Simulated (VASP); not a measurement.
Input of a VASP 6.6.1 run:

Contents of INCAR:

```
SYSTEM = Pt2F
  PREC = Accurate
  ENCUT = 520
  EDIFF = 1E-6
  ISMEAR = 0
  SIGMA = 0.1
  LREAL = .FALSE.
  LASPH = .TRUE.
  NELM = 100
  ALGO = Normal
  ISIF = 2
  LWAVE = .FALSE.
  LCHARG = .FALSE.
  GGA = PE
  NBANDS = 20
```

File KPOINTS:

```
Automatic mesh
0
G
  12 12 18
  0 0 0
```

File POSCAR:

```
Pt2F
1.0
    4.4277943008      0.0000000000      0.0000000000
   -2.2138971504      3.8345823473      0.0000000000
    0.0000000000      0.0000000000      2.6380497987
Pt F
2 1
Direct
    0.3333333333      0.6666666667      0.5000000000
    0.6666666667      0.3333333333      0.5000000000
    0.0000000000      0.0000000000      0.0000000000
```

Potentials or basis: VASP PAW PBE potentials, release 64 (Pt, F).

The run is started by

```sh
$ cat potpaw_PBE.64/Pt/POTCAR potpaw_PBE.64/F/POTCAR > POTCAR
$ mpirun -np 1 vasp_std > vasp.out
```

Question: Estimate the pressure.

Answer: -0.5 GPa.

Caveat: an odd number of electrons without spin polarisation forces a metal; a magnetic or distorted state may lie lower.
